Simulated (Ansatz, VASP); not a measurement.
InAs: VASP beside Ansatz

```
In As
1.0
     0.00000    3.05459    3.05459
     3.05459    0.00000    3.05459
     3.05459    3.05459    0.00000
In As
1 1
Direct
  0.00000 0.00000 0.00000
  0.25000 0.25000 0.25000
```

Alike in both runs: task single point; functional PBE-based screened hybrid with a share of 0.3 of exact exchange and HFSCREEN = 0.2078; k mesh 4 × 4 × 4; occupations fermi-dirac, width 0.02 eV; no spin polarisation.

|  | VASP | Ansatz |
| --- | --- | --- |
| version | VASP 6.6.1 | Ansatz 0.2.0 |
| potentials or method | VASP PAW PBE potentials, release 64 (In_d, As) | plane waves |
| plane-wave cutoff (eV) | 520 | 420 |
| valence electrons in the cell | 18 | 28 |

```csv
,VASP,Ansatz,Ansatz less VASP
pressure (GPa),-0.5,-0.3,+0.26
```

VASP's potentials were made for PBE, not for PBE-based screened hybrid. VASP's potentials hold 18 valence electrons a cell and Ansatz's 28, so a difference there can come from the potentials and not from the codes. Ansatz's warnings: stress exchange threshold loose, stress scf threshold loose.

The k mesh is coarse, so the values compare programs but aren't converged.
